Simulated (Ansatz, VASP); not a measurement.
## AlN in VASP and in Ansatz

```xyz
4
Lattice="3.3456 0.0000 0.0000 -1.6728 2.8973 0.0000 0.0000 0.0000 3.9347" Properties=species:S:1:pos:R:3 pbc="T T T"
Al    0.0000    1.9316    2.9510
Al    1.6728    0.9658    0.9837
N     0.0000    1.9316    0.9837
N     1.6728    0.9658    2.9510
```

Alike in both runs: task single point; functional PBEsol; k mesh 9 × 9 × 6; occupations gaussian, width 0.05 eV; no spin polarisation.

|  | VASP | Ansatz |
| --- | --- | --- |
| version | VASP 6.6.1 | Ansatz 0.2.0 |
| potentials or method | VASP PAW PBE potentials, release 64 (Al, N), cutoff 520 eV | scalar-relativistic, plane waves, PAW |
| valence electrons in the cell | 16 | 16 |

VASP gave:

| Item | Value |
| --- | --- |
| gap on the k mesh at the Fermi level (eV) | 3.67 |
| least direct gap on the mesh (eV) | 3.67 |
| pressure (GPa) | 5.6 |
| traceless stress, the component that is largest in VASP (GPa) | 10.61 |

Question: Which values does Ansatz return?

Answer: gap on the k mesh at the Fermi level (eV): 3.66; least direct gap on the mesh (eV): 3.66; pressure (GPa): 5.6; traceless stress, the component that is largest in VASP (GPa): 10.48.

VASP's potentials were made for PBE, not for PBEsol, and Ansatz warns of the same on its side. With one functional, cell and mesh, what is left measures potentials, basis and numerics.
